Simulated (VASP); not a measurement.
GaAs (dq13):

```xyz
2
Lattice="0.0000 2.8751 2.8751 2.8751 0.0000 2.8751 2.8751 2.8751 0.0000" Properties=species:S:1:pos:R:3 pbc="T T T"
Ga    0.0000    0.0000    0.0000
As    4.3126    4.3126    4.3126
```

```yaml
Program: VASP 6.6.1
Task: relaxation of cell and atoms
Functional: LDA
Potentials_or_basis: VASP PAW LDA potentials, release 64 (Ga_d, As)
Cutoff: 600 eV
k_mesh: 10 × 10 × 10
Occupations: gaussian, width 0.1 eV
Spin: no spin polarisation
```

At the start: pressure -4.6 GPa; volume 23.77 Å³/atom.

Q: How do energy, volume and symmetry change on relaxing?

A: Over 3 steps the energy falls by 26.0 meV/atom and the volume is 22.07 Å³/atom (-7.1 %); space group F-43m (No. 216, to 0.05 Å).

Step by step:
```tsv
step	energy change (eV)	largest force (eV/Å)	pressure (GPa)	volume (Å³)
1	0.0000	0.0000	-4.59	47.53
2	-0.0446	0.0000	2.09	43.00
3	-0.0520	0.0000	0.00	44.15
```

Final structure:
```cif
data_structure
_symmetry_space_group_name_H-M 'P 1'
_symmetry_Int_Tables_number 1
_cell_length_a 3.9672
_cell_length_b 3.9672
_cell_length_c 3.9672
_cell_angle_alpha 60.000
_cell_angle_beta 60.000
_cell_angle_gamma 60.000
_cell_volume 44.15
loop_
_atom_site_label
_atom_site_type_symbol
_atom_site_fract_x
_atom_site_fract_y
_atom_site_fract_z
_atom_site_occupancy
Ga1 Ga 0.00000 0.00000 0.00000 1
As1 As 0.75000 0.75000 0.75000 1
```
